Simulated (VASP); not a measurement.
Wanted: the native input for a VASP 6.6.1 run.

```yaml
Task: single point
Functional: r2SCAN
Potentials_or_basis: VASP PAW PBE potentials, release 64 (Os)
Cutoff: 520 eV
k_mesh: 20 × 20 × 20
Occupations: gaussian, width 0.15 eV
Spin: no spin polarisation
Dipole_correction: no
Further_INCAR_settings: ALGO = Normal; EDIFF = 1e-06; NBANDS = 10
```

Crystal: Os.

```
Os
1.0
     0.00000    2.00335    1.94500
     2.00335    0.00000    1.94500
     2.00335    2.00335    0.00000
Os
1
Direct
  0.00000 0.00000 0.00000
```

This cell differs from its parent crystal: strain +0.030 along x and y, +0.000 along z.

The input as run:

POSCAR

```
Os
1.0
    0.0000000000      2.0033500000      1.9450000000
    2.0033500000      0.0000000000      1.9450000000
    2.0033500000      2.0033500000      0.0000000000
Os
1
Direct
    0.0000000000      0.0000000000      0.0000000000
```

INCAR.step1

```
ALGO     = Normal         # electronic algorithm
EDIFF    = 1E-4           # SCF threshold, eV
ENCUT    = 520            # plane-wave cutoff, eV
GGA      = PE             # functional
ISMEAR   = 0              # smearing method
LASPH    = T              # aspherical terms in the spheres
LCHARG   = F              # write CHGCAR
LREAL    = F              # projectors in reciprocal space
LWAVE    = T              # write WAVECAR
NBANDS   = 10             # bands
NELM     = 100            # most SCF steps
PREC     = Accurate       # precision mode
SIGMA    = 0.15           # smearing width, eV
```

INCAR.step2

```
ALGO     = Normal         # electronic algorithm
EDIFF    = 1E-6           # SCF threshold, eV
ENCUT    = 520            # plane-wave cutoff, eV
ISIF     = 2              # what is computed and relaxed
ISMEAR   = 0              # smearing method
ISTART   = 1            
LASPH    = T              # aspherical terms in the spheres
LCHARG   = F              # write CHGCAR
LMIXTAU  = T            
LREAL    = F              # projectors in reciprocal space
LWAVE    = F              # write WAVECAR
METAGGA  = R2SCAN         # meta-GGA
NBANDS   = 10             # bands
NELM     = 100            # most SCF steps
PREC     = Accurate       # precision mode
SIGMA    = 0.15           # smearing width, eV
```

KPOINTS

```
k-points
0
Gamma
  20 20 20
```

Potentials or basis: VASP PAW PBE potentials, release 64 (Os).

The run is started by

```bash
$ cat potpaw_PBE.64/Os/POTCAR > POTCAR
$ cp INCAR.step1 INCAR
$ mpirun -np 1 vasp_std > vasp.out
$ cp INCAR.step2 INCAR
$ mpirun -np 1 vasp_std > vasp.out
```

Results of the run:

```json
{"Pressure": "-33.7 GPa", "Band gap on the k mesh": "zero (band 4 reaches 10.17 eV, above the bottom of band 5 at 6.19 eV)"}
```

Caveat: the cell differs from its parent crystal (strain +0.030 along x and y, +0.000 along z); the PAW data sets were made with another functional, which shifts forces and pressure a little; spin-orbit coupling is left out, which moves the levels of the heavy elements.

It took 2.2 min on 1 thread of Intel(R) Xeon(R) 6975P-C (Granite Rapids), with other jobs on the host, peak memory 0.23 GiB.
